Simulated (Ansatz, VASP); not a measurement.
# Zr3Si in VASP and in Ansatz

```
CELL_PARAMETERS angstrom
6.01667 0.00000 0.00000
-3.00833 5.21059 0.00000
0.00000 0.00000 4.91283
ATOMIC_POSITIONS crystal
Zr 0.34459 0.17229 0.75000
Zr 0.82771 0.17229 0.75000
Zr 0.82771 0.65541 0.75000
Zr 0.65541 0.82771 0.25000
Zr 0.17229 0.82771 0.25000
Zr 0.17229 0.34459 0.25000
Si 0.66667 0.33333 0.25000
Si 0.33333 0.66667 0.75000
```

Alike in both runs: functional PBEsol; k mesh 6 × 6 × 8; occupations gaussian, width 0.1 eV; no spin polarisation.

Ansatz relaxed the structure, and its values are those at the end. VASP's run is a single point on that final structure, the one shown.

|  | VASP | Ansatz |
| --- | --- | --- |
| version | VASP 6.6.1 | Ansatz 0.2.0 |
| potentials or method | VASP PAW PBE potentials, release 64 (Zr_sv, Si), cutoff 520 eV | scalar-relativistic, plane waves, PAW |
| valence electrons in the cell | 80 | 80 |

Ansatz gave:

* gap on the k mesh at the Fermi level (eV): none
* pressure (GPa): 0.0

Task: Which values does VASP return?

Result: gap on the k mesh at the Fermi level (eV): none; pressure (GPa): 0.1.

VASP's potentials were made for PBE, not for PBEsol. A gap of «none» marks a metal or a gap that the smearing closes.
